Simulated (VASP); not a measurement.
# SnO (P4/nmm) in VASP: notebook

Runs on SnO. Level: r2SCAN. Tasks: single point.

Everything below comes from runs of VASP 6.6.1. Logs are shortened: lines on timing, memory, paths and dates and some standing lists are left out, and cuts for length are marked.

## (1) The cell of the first run

It takes space group P4/nmm (No. 129, tetragonal). The conventional cell has a = 3.581 Å, b = 3.581 Å, c = 4.122 Å, α = 90.00°, β = 90.00°, γ = 90.00°. Within 2.8 Å of Sn (site symmetry 4mm) lie 4 O at 2.13 Å. O (site symmetry -4m2) has 4 Sn at 2.13 Å and 4 O at 2.53 Å within 2.8 Å.

## (2) Single point, r2SCAN

File POSCAR:

```
SnO
1.0
    3.5807693018      0.0000000000      0.0000000000
    0.0000000000      3.5807693018      0.0000000000
    0.0000000000      0.0000000000      4.1224570081
Sn O
2 2
Direct
    0.0000000000      0.5000000000      0.2818841902
    0.5000000000      0.0000000000      0.7181158098
    0.5000000000      0.5000000000      0.0000000000
    0.0000000000      0.0000000000      0.0000000000
```

File INCAR.step1:

```
SYSTEM = SnO
PREC = Accurate ; ENCUT = 520
ISMEAR = 0 ; SIGMA = 0.1
LREAL = .FALSE. ; LASPH = .TRUE.
NELM = 60 ; NBANDS = 28
GGA = PE ; ALGO = Normal
EDIFF = 1E-4 ; LWAVE = .TRUE.
LCHARG = .FALSE.
```

File INCAR.step2:

```
SYSTEM = SnO
PREC = Accurate ; ENCUT = 520
EDIFF = 1E-7 ; ISMEAR = 0
SIGMA = 0.1 ; LREAL = .FALSE.
LASPH = .TRUE. ; NELM = 60
ALGO = Normal ; ISIF = 2
LWAVE = .FALSE. ; LCHARG = .TRUE.
METAGGA = R2SCAN ; LMIXTAU = .TRUE.
LELF = .TRUE. ; LVHAR = .TRUE.
NBANDS = 28 ; ISTART = 1
```

File KPOINTS:

```
Automatic mesh
0
G
  12 12 10
  0 0 0
```

Potentials or basis: VASP PAW PBE potentials, release 64 (Sn_d, O).

On the command line:

```bash
$ cat potpaw_PBE.64/Sn_d/POTCAR potpaw_PBE.64/O/POTCAR > POTCAR
$ cp INCAR.step1 INCAR
$ mpirun -np 1 vasp_std > vasp.out
$ cp INCAR.step2 INCAR
$ mpirun -np 1 vasp_std > vasp.out
```

OUTCAR:

```text
SYSTEM = SnO
   PREC = Accurate
   ENCUT = 520
   EDIFF = 1E-7
   ISMEAR = 0
   LREAL = .FALSE.
   LASPH = .TRUE.
   NELM = 60
   ISIF = 2
   METAGGA = R2SCAN
   ISTART = 1

 ion  position               nearest neighbor table
   1  0.000  0.500  0.282-   3 2.13   4 2.13   4 2.13   3 2.13   2 3.11   2 3.11   2 3.11   2 3.11
                             2 3.44   2 3.44   2 3.44   2 3.44
   2  0.500  0.000  0.718-   3 2.13   4 2.13   3 2.13   4 2.13   1 3.11   1 3.11   1 3.11   1 3.11
                             1 3.44   1 3.44   1 3.44   1 3.44
   3  0.500  0.500  0.000-   1 2.13   2 2.13   2 2.13   1 2.13
   4  0.000  0.000  0.000-   1 2.13   2 2.13   1 2.13   2 2.13

  LATTYP: Found a simple tetragonal cell.
 ALAT       =     3.5807693018
 C/A-ratio  =     1.1512769075

  Lattice vectors:

 A1 = (   3.5807693018,   0.0000000000,   0.0000000000)
 A2 = (   0.0000000000,   3.5807693018,   0.0000000000)
 A3 = (   0.0000000000,   0.0000000000,   4.1224570081)

Analysis of symmetry for initial positions (statically):
=====================================================================
 Subroutine PRICEL returns:
 Original cell was already a primitive cell.

 Routine SETGRP: Setting up the symmetry group for a
 simple tetragonal supercell.

 Subroutine GETGRP returns: Found 16 space group operations
 (whereof  8 operations were pure point group operations)
 out of a pool of 16 trial point group operations.

The static configuration has the point symmetry D_2d.
 The point group associated with its full space group is D_4h.

Analysis of symmetry for dynamics (positions and initial velocities):
=====================================================================
 Subroutine PRICEL returns:
 Original cell was already a primitive cell.

 Routine SETGRP: Setting up the symmetry group for a
 simple tetragonal supercell.

 Subroutine GETGRP returns: Found 16 space group operations
 (whereof  8 operations were pure point group operations)
 out of a pool of 16 trial point group operations.

The dynamic configuration has the point symmetry D_2d.
 The point group associated with its full space group is D_4h.

 Subroutine INISYM returns: Found 16 space group operations
 (whereof  8 operations are pure point group operations),
 and found     1 'primitive' translations

----------------------------------------------------------------------------------------

                                     Primitive cell

  volume of cell :      52.8578

  direct lattice vectors                    reciprocal lattice vectors
     3.580769302  0.000000000  0.000000000     0.279269597  0.000000000  0.000000000
     0.000000000  3.580769302  0.000000000     0.000000000  0.279269597  0.000000000
     0.000000000  0.000000000  4.122457008     0.000000000  0.000000000  0.242573785

  length of vectors
     3.580769302  3.580769302  4.122457008     0.279269597  0.279269597  0.242573785

  position of ions in fractional coordinates (direct lattice)
     0.000000000  0.500000000  0.281884190
     0.500000000  0.000000000  0.718115810
     0.500000000  0.500000000  0.000000000
     0.000000000  0.000000000  0.000000000

  ion indices of the primitive-cell ions
   primitive index   ion index
                 1           1
                 2           2
                 3           3
                 4           4

----------------------------------------------------------------------------------------

 KPOINTS: Automatic mesh

Automatic generation of k-mesh.
 Grid dimensions read from file:
 generate k-points for:   12   12   10

 Generating k-lattice:

  Cartesian coordinates                     Fractional coordinates (reciprocal lattice)
     0.023272466  0.000000000  0.000000000     0.083333333  0.000000000  0.000000000
     0.000000000  0.023272466  0.000000000     0.000000000  0.083333333  0.000000000
     0.000000000  0.000000000  0.024257379     0.000000000  0.000000000  0.100000000

  Length of vectors
     0.023272466  0.023272466  0.024257379

  Shift w.r.t. Gamma in fractional coordinates (k-lattice)
     0.000000000  0.000000000  0.000000000

 Subroutine IBZKPT returns following result:
 ===========================================

 Found    168 irreducible k-points:

 Following reciprocal coordinates:
            Coordinates               Weight
  0.000000  0.000000  0.000000      1.000000
  0.083333  0.000000  0.000000      4.000000
  0.166667  0.000000  0.000000      4.000000
  0.250000  0.000000  0.000000      4.000000
  0.333333  0.000000  0.000000      4.000000
  0.416667  0.000000  0.000000      4.000000
[... 16 lines left out ...]
  0.333333  0.333333  0.000000      4.000000
  0.416667  0.333333  0.000000      8.000000
 [... further k-points ...]
   k-points           NKPTS =    168   k-points in BZ     NKDIM =    168   number of bands    NBANDS=     28
   number of dos      NEDOS =    301   number of ions     NIONS =      4
   total plane-waves  NPLWV =  25088
   dimension x,y,z NGX =    28 NGY =   28 NGZ =   32
   dimension x,y,z NGXF=    56 NGYF=   56 NGZF=   64
   ions per type =               2   2
   NGX,Y,Z   is equivalent  to a cutoff of  13.00, 13.00, 12.90 a.u.
   NGXF,Y,Z  is equivalent  to a cutoff of  26.00, 26.00, 25.81 a.u.
 SYSTEM =  SnO
   PREC   = accura    normal or accurate (medium, high low for compatibility)
   ISTART =      1    job   : 0-new  1-cont  2-samecut
   ICHARG =      0    charge: 1-file 2-atom 10-const
   ISPIN  =      1    spin polarized calculation?
   LNONCOLLINEAR =      F non collinear calculations
   LSORBIT =      F    spin-orbit coupling
   LASPH  =      T    aspherical Exc in radial PAW
   ENCUT  =  520.0 eV  38.22 Ry    6.18 a.u.   6.66  6.66  7.67*2*pi/ulx,y,z
   NELM   =     60;   NELMIN=  2; NELMDL=  0     # of ELM steps
   EDIFF  = 0.1E-06   stopping-criterion for ELM
   LREAL  =      F    real-space projection
   EDIFFG = 0.1E-05   stopping-criterion for IOM
   NSW    =      0    number of steps for IOM
   IBRION =     -1    ionic relax: 0-MD 1-quasi-New 2-CG
   NFREE  =      0    steps in history (QN), initial steepest desc. (CG)
   ISIF   =      2    stress and relaxation
   ISYM   =      2    0-nonsym 1-usesym 2-fastsym
   POTIM  = 0.5000    time-step for ionic-motion
   TEBEG  =    0.0;   TEEND  =   0.0 temperature during run
   PSTRESS=    0.0 pullay stress
   NELECT =      40.0000    total number of electrons
   NUPDOWN=      -1.0000    fix difference up-down
   EMIN   =  10.00;   EMAX   =-10.00  energy-range for DOS
   EFERMI =   0.00;   METHOD = LEGACY
   ISMEAR =     0;   SIGMA  =   0.10  broadening in eV -4-tet -1-fermi 0-gaus
   EFERMI_NEDOS =   21; number of points for ismear=-14 and -15
   IALGO  =     38    algorithm
   IMIX   =      4    mixing-type and parameters
     AMIX     =   0.40;   BMIX     =  1.00
     AMIX_MAG =   1.60;   BMIX_MAG =  1.00
  volume/ion in A,a.u.               =      13.21        89.18
  Fermi-wavevector in a.u.,A,eV,Ry     =   1.491850  2.819188 30.281359  2.225617
  Thomas-Fermi vector in A             =   2.604453
   LORBIT       =      0    0 simple, 1 ext, 2 COOP (PROOUT), +10 PAW based schemes
   METAGGA = R2SCAN    functional components
   LHFCALC =     F    Hartree Fock is set to
   AEXX    =    0.0000 exact exchange contribution
   IVDW    =     0    specifies the selected vdW correction
   LEPSILON=     F    determine dielectric tensor
   LRPA    =     F    only Hartree local field effects (RPA)
 non-spin polarized calculation
 Gauss-broadening in eV      SIGMA  =   0.10
  energy-cutoff  :      520.00
  volume of cell :       52.86
 maximum number of plane-waves:      1447
 NGX is ok and might be reduce to    28
   NGX = 13   NGY = 13   NGZ = 15

 number of electron      40.0000016 magnetization

 Free energy of the ion-electron system (eV)
  ---------------------------------------------------
  ext. energy  EPLUGINS =         0.00000000
  ---------------------------------------------------
  free energy    TOTEN  =       -65.89721625 eV

  energy without entropy =      -65.89416818  energy(sigma->0) =      -65.89569222

 E-fermi :  11.1183     XC(G=0): -12.7213

 val. band max:       11.1150273003   @ k =   0.4167   0.3333   0.1000
 cond. band min:      11.1281269035   @ k =   0.1667   0.0833   0.1000
 fundamental gap:      0.0130996032
 Fermi energy:        11.1183103277

 k-point     1 :       0.0000    0.0000    0.0000
  band No.  band energies     occupation
      1     -12.6990      2.00000
      2     -12.1202      2.00000
      3     -11.8784      2.00000
      4     -11.8784      2.00000
      5     -11.7836      2.00000
      6     -11.7703      2.00000
[... 20 lines left out ...]
     27      18.9981      0.00000
     28      18.9981      0.00000

 k-point     2 :       0.0833    0.0000    0.0000
  band No.  band energies     occupation
      1     -12.6932      2.00000
      2     -12.1629      2.00000
      3     -11.8802      2.00000
      4     -11.8732      2.00000
      5     -11.7749      2.00000
      6     -11.7674      2.00000
[... 20 lines left out ...]
     27      19.0184      0.00000
     28      19.0695      0.00000

 k-point     3 :       0.1667    0.0000    0.0000
  band No.  band energies     occupation
      1     -12.6775      2.00000
      2     -12.2531      2.00000
      3     -11.8821      2.00000
      4     -11.8584      2.00000
      5     -11.7634      2.00000
      6     -11.7602      2.00000
[... 20 lines left out ...]
     27      19.0380      0.00000
     28      20.5187      0.00000

 k-point     4 :       0.2500    0.0000    0.0000
  band No.  band energies     occupation
      1     -12.6551      2.00000
      2     -12.3488      2.00000
      3     -11.8783      2.00000
      4     -11.8355      2.00000
      5     -11.7613      2.00000
      6     -11.7575      2.00000
[... 20 lines left out ...]
     27      19.4141      0.00000
     28      22.2591      0.00000

 k-point     5 :       0.3333    0.0000    0.0000
  band No.  band energies     occupation
      1     -12.6285      2.00000
      2     -12.4338      2.00000
      3     -11.8649      2.00000
      4     -11.8077      2.00000
      5     -11.7666      2.00000
      6     -11.7576      2.00000
[... 20 lines left out ...]
     27      19.9249      0.00000
     28      21.3163      0.00000

 k-point     6 :       0.4167    0.0000    0.0000
  band No.  band energies     occupation
      1     -12.5969      2.00000
      2     -12.5032      2.00000
      3     -11.8425      2.00000
      4     -11.7873      2.00000
      5     -11.7800      2.00000
      6     -11.7548      2.00000
[... 463 lines left out ...]
      5     -11.7317      2.00000
      6     -11.7284      2.00000
[... 20 lines left out ...]
     27      21.3880      0.00000
     28      22.1935      0.00000

 k-point    22 :       0.5000    0.2500    0.0000
  band No.  band energies     occupation
      1     -12.6419      2.00000
      2     -12.6419      2.00000
      3     -11.7798      2.00000
      4     -11.7798      2.00000
      5     -11.7355      2.00000
      6     -11.7355      2.00000
[... 20 lines left out ...]
     27      21.8203      0.00000
     28      21.8203      0.00000

 k-point    23 :       0.3333    0.3333    0.0000
  band No.  band energies     occupation
      1     -12.6775      2.00000
      2     -12.6164      2.00000
      3     -11.8067      2.00000
      4     -11.7678      2.00000
      5     -11.7438      2.00000
      6     -11.7065      2.00000
[... 20 lines left out ...]
     27      21.2372      0.00000
     28      22.4537      0.00000

 k-point    24 :       0.4167    0.3333    0.0000
  band No.  band energies     occupation
      1     -12.6873      2.00000
      2     -12.6586      2.00000
      3     -11.7732      2.00000
      4     -11.7694      2.00000
      5     -11.7525      2.00000
      6     -11.7048      2.00000
[... 20 lines left out ...]
     27      21.5373      0.00000
     28      22.2133      0.00000

 [... further k-points ...]

------------------------ aborting loop because EDIFF is reached ----------------------------------------

  FORCE on cell =-STRESS in cart. coord.  units (eV):
  Direction    XX          YY          ZZ          XY          YZ          ZX
  --------------------------------------------------------------------------------------
  -------------------------------------------------------------------------------------
  Total        8.5996755      8.5996755      8.6062146      0.0000000      0.0000000      0.0000000
  in kB      260.6656639    260.6656639    260.8638719      0.0000000      0.0000000      0.0000000
  external PRESSURE =     260.7317332 kB  Pullay stress =       0.0000000 kB

 VOLUME and BASIS-vectors are now :
 -----------------------------------------------------------------------------
  energy-cutoff  :      520.00
  volume of cell :       52.86
      direct lattice vectors                 reciprocal lattice vectors
     3.580769302  0.000000000  0.000000000     0.279269597  0.000000000  0.000000000
     0.000000000  3.580769302  0.000000000     0.000000000  0.279269597  0.000000000
     0.000000000  0.000000000  4.122457008     0.000000000  0.000000000  0.242573785

 POSITION                                       TOTAL-FORCE (eV/Angst)
 -----------------------------------------------------------------------------------
      0.00000      1.79038      1.16206        -0.000000      0.000000      0.161861
      1.79038      0.00000      2.96040         0.000000      0.000000     -0.161861
      1.79038      1.79038      0.00000         0.000000      0.000000      0.000000
      0.00000      0.00000      0.00000         0.000000     -0.000000      0.000000
 -----------------------------------------------------------------------------------
    total drift:                                0.000000      0.000000     -0.000000

  FREE ENERGIE OF THE ION-ELECTRON SYSTEM (eV)
  ---------------------------------------------------
  free  energy   TOTEN  =       -65.8972162545 eV

  energy  without entropy=      -65.8941681764  energy(sigma->0) =      -65.89569222
```

Run time: 22 min. Hardware: 1 thread of AMD EPYC 7R13, shared host; peak memory 0.29 GiB.

Results:

| Quantity | Value |
| --- | --- |
| Free energy | -65.8972 eV |
| Pressure | 26.1 GPa |
| Largest force | 0.162 eV/Å |
| Band gap on the k mesh | zero (band 20 reaches 11.81 eV, above the bottom of band 21 at 9.72 eV) |

Forces in eV/Å, atoms in the order of the input:
```
Sn   0.000  0.000  0.162
Sn   0.000  0.000 -0.162
O    0.000  0.000  0.000
O    0.000  0.000  0.000
```

Caveat: the PAW data sets were made with another functional, which shifts forces and pressure a little; spin-orbit coupling is left out, which moves the levels of the heavy elements.

(Continued in part 2 of 3.)
